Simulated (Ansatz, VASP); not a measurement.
## Ir: VASP beside Ansatz

File INCAR:

```
SYSTEM = Ir
PREC = Accurate
ENCUT = 520
EDIFF = 1E-7
ISMEAR = -1
SIGMA = 0.05
LREAL = .FALSE.
LASPH = .TRUE.
NELM = 60
ALGO = Normal
ISIF = 2
LWAVE = .FALSE.
LCHARG = .FALSE.
GGA = PE
NBANDS = 10
```

Contents of KPOINTS:

```
Automatic mesh
0
G
  17 17 17
  0 0 0
```

File POSCAR:

```
Ir
1.0
   -1.3675845679      1.3675845679      1.3675845679
    1.3675845679     -1.3675845679      1.3675845679
    1.3675845679      1.3675845679     -1.3675845679
Ir
1
Direct
    0.0000000000      0.0000000000      0.0000000000
```

Input for Ansatz:

```yaml
crystal:
  lattice:
    - [-1.3675845679, 1.3675845679, 1.3675845679]
    - [1.3675845679, -1.3675845679, 1.3675845679]
    - [1.3675845679, 1.3675845679, -1.3675845679]
  atoms:
    - { symbol: Ir, position: [0.0, 0.0, 0.0] }
kpoints:
  mp_grid: { grid: [17, 17, 17] }
scf:
  occupations: { method: fermi_dirac, width: 0.05 }
hamiltonian:
  xc: pbe
  pseudopotentials: { kind: paw }
output:
  forces: true
  stress: true
  eigenvalues: true
  populations: true
```

Change from the starting cell: volume scaled by 0.68, PAW files.

Alike in both runs: task single point; functional PBE; k mesh 17 × 17 × 17; occupations fermi-dirac, width 0.05 eV; no spin polarisation.

|  | VASP | Ansatz |
| --- | --- | --- |
| version | VASP 6.6.1 | Ansatz 0.2.0 |
| potentials or method | VASP PAW PBE potentials, release 64 (Ir) | PAW with Ansatz's default frozen-core files, scalar-relativistic |
| plane-wave cutoff (eV) | 520 | 420 |
| valence electrons in the cell | 9 | 17 |

Ansatz gave:

| Property | Result |
| --- | --- |
| pressure (GPa) | 303.3 |

**Question.** Estimate VASP's values.

**Answer.** Pressure (GPa): 309.6.

Both programs put the cell under a high pressure, so it lies far from rest at this level. VASP's potentials hold 9 valence electrons a cell and Ansatz's 17, so a difference there can come from the potentials and not from the codes.

Spin-orbit coupling is off throughout. Noted on VASP's run: the cell as given lies far from equilibrium.
